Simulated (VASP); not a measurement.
# In2O3 (R-3c) in VASP: a series of runs, part 2 of 2

VASP 6.6.1. Earlier steps stand in the parts before.

## Step 4: Single point, PBE (uniaxial z strain +3.0%)

Input file INCAR:

```
PREC     = Accurate       # precision mode
ENCUT    = 520            # plane-wave cutoff, eV
EDIFF    = 1E-6           # SCF threshold, eV
ISMEAR   = -1             # smearing method
SIGMA    = 0.02           # smearing width, eV
LREAL    = F              # projectors in reciprocal space
LASPH    = T              # aspherical terms in the spheres
NELM     = 60             # most SCF steps
ALGO     = Normal         # electronic algorithm
ISIF     = 2              # what is computed and relaxed
LWAVE    = F              # write WAVECAR
LCHARG   = T              # write CHGCAR
GGA      = PE             # functional
LELF     = T              # ELF
LVHAR    = T            
NBANDS   = 55             # bands
```

Input file KPOINTS:

```
Automatic mesh
0
Gamma
  6 6 6
```

Input file POSCAR:

```
In2O3
1.0
    2.7538210395      1.5899193185      4.9999703750
   -2.7538210395      1.5899193185      4.9999703750
    0.0000000000     -3.1798386370      4.9999703750
In O
4 6
Direct
    0.8554194697      0.8554194697      0.8554194697
    0.3554194697      0.3554194697      0.3554194697
    0.1445805303      0.1445805303      0.1445805303
    0.6445805303      0.6445805303      0.6445805303
    0.4526752557      0.0473247443      0.7500000000
    0.0473247443      0.7500000000      0.4526752557
    0.5473247443      0.9526752557      0.2500000000
    0.2500000000      0.5473247443      0.9526752557
    0.9526752557      0.2500000000      0.5473247443
    0.7500000000      0.4526752557      0.0473247443
```

Potentials or basis: VASP PAW PBE potentials, release 64 (In_d, O).

Started as:

```console
$ cat potpaw_PBE.64/In_d/POTCAR potpaw_PBE.64/O/POTCAR > POTCAR
$ mpirun -np 1 vasp_std > vasp.out
```

OUTCAR:

```text
PREC = Accurate
   ENCUT = 520
   EDIFF = 1E-6
   ISMEAR = -1
   LREAL = F
   LASPH = T
   NELM = 60
   ISIF = 2
   GGA = PE

 ion  position               nearest neighbor table
   1  0.855  0.855  0.855-   8 2.15   7 2.15   9 2.15   5 2.28  10 2.28   6 2.28   4 3.16   3 3.25
                             3 3.25   3 3.25   4 3.67   4 3.67   4 3.67
   2  0.355  0.355  0.355-   6 2.15   5 2.15  10 2.15   7 2.28   9 2.28   8 2.28   3 3.16   4 3.25
                             4 3.25   4 3.25   3 3.67   3 3.67   3 3.67
   3  0.145  0.145  0.145-  10 2.15   5 2.15   6 2.15   7 2.28   8 2.28   9 2.28   2 3.16   1 3.25
                             1 3.25   1 3.25   2 3.67   2 3.67   2 3.67
   4  0.645  0.645  0.645-   9 2.15   7 2.15   8 2.15   5 2.28   6 2.28  10 2.28   1 3.16   2 3.25
                             2 3.25   2 3.25   1 3.67   1 3.67   1 3.67
   5  0.453  0.047  0.750-   2 2.15   3 2.15   1 2.28   4 2.28
   6  0.047  0.750  0.453-   2 2.15   3 2.15   4 2.28   1 2.28
   7  0.547  0.953  0.250-   1 2.15   4 2.15   3 2.28   2 2.28
   8  0.250  0.547  0.953-   1 2.15   4 2.15   3 2.28   2 2.28
   9  0.953  0.250  0.547-   4 2.15   1 2.15   2 2.28   3 2.28
  10  0.750  0.453  0.047-   3 2.15   2 2.15   1 2.28   4 2.28

  LATTYP: Found a trigonal (rhomboedric) cell.
 ALAT       =     5.9254601094
 COS(alpha) =     0.5680263406

  Lattice vectors:

 A1 = (   2.7538210395,   1.5899193185,   4.9999703750)
 A2 = (  -2.7538210395,   1.5899193185,   4.9999703750)
 A3 = (   0.0000000000,  -3.1798386370,   4.9999703750)

Analysis of symmetry for initial positions (statically):
=====================================================================
 Subroutine PRICEL returns:
 Original cell was already a primitive cell.

 Routine SETGRP: Setting up the symmetry group for a
 trigonal (rhombohedral) supercell.

 Subroutine GETGRP returns: Found 12 space group operations
 (whereof  6 operations were pure point group operations)
 out of a pool of 12 trial point group operations.

The static configuration has the point symmetry S_6 .
 The point group associated with its full space group is D_3d.

Analysis of symmetry for dynamics (positions and initial velocities):
=====================================================================
 Subroutine PRICEL returns:
 Original cell was already a primitive cell.

 Routine SETGRP: Setting up the symmetry group for a
 trigonal (rhombohedral) supercell.

 Subroutine GETGRP returns: Found 12 space group operations
 (whereof  6 operations were pure point group operations)
 out of a pool of 12 trial point group operations.

The dynamic configuration has the point symmetry S_6 .
 The point group associated with its full space group is D_3d.

 Subroutine INISYM returns: Found 12 space group operations
 (whereof  6 operations are pure point group operations),
 and found     1 'primitive' translations

----------------------------------------------------------------------------------------

                                     Primitive cell

  volume of cell :     131.3498

  direct lattice vectors                    reciprocal lattice vectors
     2.753821040  1.589919319  4.999970375     0.181565902  0.104827122  0.066667062
[... 61 lines left out ...]
  0.333333 -0.000000 -0.000000      6.000000
  0.500000 -0.000000  0.000000      3.000000
  0.166667  0.166667 -0.000000      6.000000
  0.333333  0.166667  0.000000     12.000000
[... 16 lines left out ...]
  0.500000  0.500000  0.166667      6.000000
 -0.333333  0.500000  0.166667     12.000000
 [... further k-points ...]
   k-points           NKPTS =     32   k-points in BZ     NKDIM =     32   number of bands    NBANDS=     55
   number of dos      NEDOS =    301   number of ions     NIONS =     10
   total plane-waves  NPLWV = 110592
   dimension x,y,z NGX =    48 NGY =   48 NGZ =   48
   dimension x,y,z NGXF=    96 NGYF=   96 NGZF=   96
   ions per type =               4   6
   NGX,Y,Z   is equivalent  to a cutoff of  13.47, 13.47, 13.47 a.u.
   NGXF,Y,Z  is equivalent  to a cutoff of  26.93, 26.93, 26.93 a.u.
 SYSTEM =  unknown system
   PREC   = accura    normal or accurate (medium, high low for compatibility)
   ISTART =      0    job   : 0-new  1-cont  2-samecut
   ICHARG =      2    charge: 1-file 2-atom 10-const
   ISPIN  =      1    spin polarized calculation?
   LNONCOLLINEAR =      F non collinear calculations
   LSORBIT =      F    spin-orbit coupling
   LASPH  =      T    aspherical Exc in radial PAW
   ENCUT  =  520.0 eV  38.22 Ry    6.18 a.u.  11.02 11.02 11.02*2*pi/ulx,y,z
   NELM   =     60;   NELMIN=  2; NELMDL= -5     # of ELM steps
   EDIFF  = 0.1E-05   stopping-criterion for ELM
   LREAL  =      F    real-space projection
   EDIFFG = 0.1E-04   stopping-criterion for IOM
   NSW    =      0    number of steps for IOM
   IBRION =     -1    ionic relax: 0-MD 1-quasi-New 2-CG
   NFREE  =      0    steps in history (QN), initial steepest desc. (CG)
   ISIF   =      2    stress and relaxation
   ISYM   =      2    0-nonsym 1-usesym 2-fastsym
   POTIM  = 0.5000    time-step for ionic-motion
   TEBEG  =    0.0;   TEEND  =   0.0 temperature during run
   PSTRESS=    0.0 pullay stress
   NELECT =      88.0000    total number of electrons
   NUPDOWN=      -1.0000    fix difference up-down
   EMIN   =  10.00;   EMAX   =-10.00  energy-range for DOS
   EFERMI =   0.00;   METHOD = LEGACY
   ISMEAR =    -1;   SIGMA  =   0.02  broadening in eV -4-tet -1-fermi 0-gaus
   EFERMI_NEDOS =   21; number of points for ismear=-14 and -15
   IALGO  =     38    algorithm
   IMIX   =      4    mixing-type and parameters
     AMIX     =   0.40;   BMIX     =  1.00
     AMIX_MAG =   1.60;   BMIX_MAG =  1.00
  volume/ion in A,a.u.               =      13.13        88.64
  Fermi-wavevector in a.u.,A,eV,Ry     =   1.432493  2.707020 27.919654  2.052037
  Thomas-Fermi vector in A             =   2.552115
   LORBIT       =      0    0 simple, 1 ext, 2 COOP (PROOUT), +10 PAW based schemes
   GGA     = PE    functional components
[... 5 lines left out ...]
 non-spin polarized calculation
  energy-cutoff  :      520.00
  volume of cell :      131.35
 maximum number of plane-waves:      3559
 NGX is ok and might be reduce to    48
   NGX = 23   NGY = 23   NGZ = 23

 number of electron      87.9999987 magnetization

 Free energy of the ion-electron system (eV)
  ---------------------------------------------------
  ext. energy  EPLUGINS =         0.00000000
  ---------------------------------------------------
  free energy    TOTEN  =       -55.43108043 eV

  energy without entropy =      -55.43108043  energy(sigma->0) =      -55.43108043

 E-fermi :   5.5976     XC(G=0): -11.0070

 val. band max:        5.1513644225   @ k =  -0.1667   0.1667   0.0000
 cond. band min:       6.1883629847   @ k =   0.0000   0.0000   0.0000
 fundamental gap:      1.0369985622
 Fermi energy:         5.5976441216

 k-point     1 :       0.0000    0.0000    0.0000
  band No.  band energies     occupation
      1     -12.2669      2.00000
      2     -11.4565      2.00000
      3     -11.4565      2.00000
      4     -11.2358      2.00000
      5     -11.2358      2.00000
      6     -11.2066      2.00000
[... 1381 lines left out ...]
     54      15.6279      0.00000
     55      16.1903      0.00000

 [... further k-points ...]

------------------------ aborting loop because EDIFF is reached ----------------------------------------

  FORCE on cell =-STRESS in cart. coord.  units (eV):
  Direction    XX          YY          ZZ          XY          YZ          ZX
  --------------------------------------------------------------------------------------
  -------------------------------------------------------------------------------------
  Total        2.9258062      2.9258062     -0.1258364     -0.0000000      0.0000000     -0.0000000
  in kB       35.6883649     35.6883649     -1.5349258     -0.0000000      0.0000000     -0.0000000
  external PRESSURE =      23.2806013 kB  Pullay stress =       0.0000000 kB

 VOLUME and BASIS-vectors are now :
 -----------------------------------------------------------------------------
  energy-cutoff  :      520.00
  volume of cell :      131.35
      direct lattice vectors                 reciprocal lattice vectors
     2.753821040  1.589919319  4.999970375     0.181565902  0.104827122  0.066667062
    -2.753821040  1.589919319  4.999970375    -0.181565902  0.104827122  0.066667062
     0.000000000 -3.179838637  4.999970375     0.000000000 -0.209654244  0.066667062

 POSITION                                       TOTAL-FORCE (eV/Angst)
 -----------------------------------------------------------------------------------
      0.00000      0.00000     12.83122        -0.000000     -0.000000      0.077223
      0.00000      0.00000      5.33126        -0.000000     -0.000000      0.077223
      0.00000      0.00000      2.16870        -0.000000     -0.000000     -0.077223
      0.00000      0.00000      9.66865        -0.000000     -0.000000     -0.077223
      1.11626     -1.58992      6.24996         0.007207     -0.000000     -0.000000
     -1.93504     -0.17175      6.24996        -0.003603     -0.006241      0.000000
     -1.11626      1.58992      8.74995        -0.007207     -0.000000     -0.000000
     -0.81878     -1.76167      8.74995         0.003603     -0.006241      0.000000
      1.93504      0.17175      8.74995         0.003603      0.006241      0.000000
      0.81878      1.76167      6.24996        -0.003603      0.006241      0.000000
 -----------------------------------------------------------------------------------
    total drift:                                0.000000     -0.000000      0.000000

  FREE ENERGIE OF THE ION-ELECTRON SYSTEM (eV)
  ---------------------------------------------------
  free  energy   TOTEN  =       -55.4310804328 eV

  energy  without entropy=      -55.4310804328  energy(sigma->0) =      -55.43108043
```

It took 6.7 min on 1 thread of Intel Xeon Platinum 8488C (Sapphire Rapids), shared host; peak memory 0.4 GiB.

Results:

```yaml
Free_energy: -55.4311 eV
Pressure: 2.3 GPa
Largest_force: 0.077 eV/Å
Band_gap_on_the_k_mesh: 1.04 eV (least direct gap 1.07 eV)
```

Forces on the atoms (eV/Å):
```
In   0.000  0.000  0.077
In   0.000  0.000  0.077
In   0.000  0.000 -0.077
In   0.000  0.000 -0.077
O    0.007  0.000  0.000
O   -0.004 -0.006  0.000
O   -0.007  0.000  0.000
O    0.004 -0.006  0.000
O    0.004  0.006  0.000
O   -0.004  0.006  0.000
```

Stress tensor (GPa, compression positive):
```
 3.57  0.00  0.00
 0.00  3.57  0.00
 0.00  0.00 -0.15
```

Caveat: the cell differs from its parent crystal (uniaxial z strain +3.0%); spin-orbit coupling is left out, which moves the levels of the heavy elements.

## Step 5: Overview

| cell | gap on the mesh (eV) | pressure (GPa) | largest force (eV/Å) |
| --- | --- | --- | --- |
| a = 5.844 Å, angles 56.2°, 10 atoms, uniaxial z strain +1.0% | 1.16 | 5.3 | 0.09 |
| a = 5.885 Å, angles 55.8°, 10 atoms, uniaxial z strain +2.0% | 1.10 | 3.8 | 0.08 |
| a = 5.925 Å, angles 55.4°, 10 atoms, uniaxial z strain +3.0% | 1.04 | 2.3 | 0.08 |

Alike in all rows: task single point; level PBE; potentials or basis VASP PAW PBE potentials, release 64 (In_d, O); no spin polarisation; k mesh 6 × 6 × 6; cutoff (eV) 520; smearing fermi-dirac 0.02 eV.

Caveats: spin-orbit coupling is left out, which moves the levels of the heavy elements; the cell stands under pressure (at least some runs).

Absolute energies hang on the potentials; compare differences alone.
